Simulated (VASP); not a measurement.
**Be4Si: single point with r2SCAN**

The system is Be4Si.

```
Be Si
1.0
     3.65640    0.00000    0.00000
     0.00000    3.65640    0.00000
     0.00000    0.00000    7.65143
Be Si
8 2
Direct
  0.00000 0.00000 0.00000
  0.50000 0.50000 0.00000
  0.00000 0.50000 0.48100
  0.50000 0.00000 0.51900
  0.00000 0.00000 0.30400
  0.50000 0.50000 0.30400
  0.50000 0.50000 0.69600
  0.00000 0.00000 0.69600
  0.00000 0.50000 0.16900
  0.50000 0.00000 0.83100
```

```json
{"Program": "VASP 6.6.1", "Task": "single point", "Functional": "r2SCAN", "Potentials or basis": "VASP PAW PBE potentials, release 64 (Be, Si)", "Cutoff": "660 eV", "k mesh": "9 × 9 × 5", "Occupations": "fermi-dirac, width 0.1 eV", "Spin": "no spin polarisation"}
```

```yaml
Pressure: 6.4 GPa
Largest_force: 1.889 eV/Å
Band_gap_on_the_k_mesh: zero (bands 12 and 13 overlap by 0.90 eV)
```

Forces on the atoms (eV/Å):
```
Be   0.000  0.000  0.000
Be   0.000  0.000  0.000
Be   0.000  0.000  0.635
Be   0.000  0.000 -0.635
Be   0.000  0.000  1.889
Be   0.000  0.000  1.889
Be   0.000  0.000 -1.889
Be   0.000  0.000 -1.889
Si   0.000  0.000 -1.829
Si   0.000  0.000  1.829
```

Stress tensor (GPa, compression positive):
```
7.51 0.00 0.00
0.00 7.51 0.00
0.00 0.00 4.26
```

Levels at points of the mesh, in eV from the Fermi level:
| k point | band 9 | band 10 | band 11 | band 12 | band 13 | band 14 | band 15 | band 16 |
| --- | --- | --- | --- | --- | --- | --- | --- | --- |
| (0.00, 0.00, 0.00) | -3.21 | -1.78 | -1.78 | -0.84 | -0.57 | 0.00 | 1.43 | 1.46 |

Run time: 3.1 min on 1 thread of Intel(R) Xeon(R) 6975P-C (Granite Rapids), on a shared host, peak memory 0.33 GiB.

Caveat: the cell stands under pressure; the PAW data sets were made with another functional, which shifts forces and pressure a little.
